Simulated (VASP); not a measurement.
The system is CrB2.

```
Cr B
1.0
     2.97000    0.00000    0.00000
    -1.48500    2.57210    0.00000
     0.00000    0.00000    6.14000
Cr B
2 4
Direct
  0.00000 0.00000 0.00000
  0.00000 0.00000 0.50000
  0.33333 0.66667 0.25000
  0.66667 0.33333 0.25000
  0.33333 0.66667 0.75000
  0.66667 0.33333 0.75000
```

| Item | Value |
| --- | --- |
| Program | VASP 6.6.1 |
| Task | relaxation of cell and atoms |
| Functional | LDA |
| Potentials or basis | VASP PAW LDA potentials, release 64 (Cr_pv, B) |
| Cutoff | 500 eV |
| k mesh | 9 × 9 × 4 |
| Occupations | gaussian, width 0.1 eV |
| Spin | collinear spin, antiferromagnetic start |
| Starting moments | [0.64, -0.64, 0.0, 0.0, 0.0, 0.0] μB |

At the start: pressure -21.1 GPa; volume 7.82 Å³/atom.

How do energy, volume and symmetry change on relaxing?

Over 5 steps the energy falls by 55.5 meV/atom and the volume is 7.16 Å³/atom (-8.4 %); space group P6/mmm (No. 191, to 0.1 Å) before and after; moment 0.00 μB per cell.

The path:
| step | energy change (eV) | largest force (eV/Å) | pressure (GPa) | volume (Å³) |
| --- | --- | --- | --- | --- |
| 1 | 0.0000 | 0.0000 | -21.09 | 46.90 |
| 2 | -0.0547 | 0.0000 | 27.06 | 40.26 |
| 3 | -0.2739 | 0.0000 | 0.94 | 43.21 |
| 4 | -0.3183 | 0.0000 | 0.45 | 43.09 |
| 5 | -0.3330 | 0.0000 | 0.25 | 42.97 |

Final structure:
```
Cr B
1.0
     2.94260    0.00000    0.00000
    -1.47130    2.54837    0.00000
     0.00000    0.00000    5.73054
Cr B
2 4
Direct
  0.00000 0.00000 0.00000
  0.00000 0.00000 0.50000
  0.33333 0.66667 0.25000
  0.66667 0.33333 0.25000
  0.33333 0.66667 0.75000
  0.66667 0.33333 0.75000
```

Caveat: the highest band is partly filled, so the run has too few bands; the moments typed at the start vanished in this run.
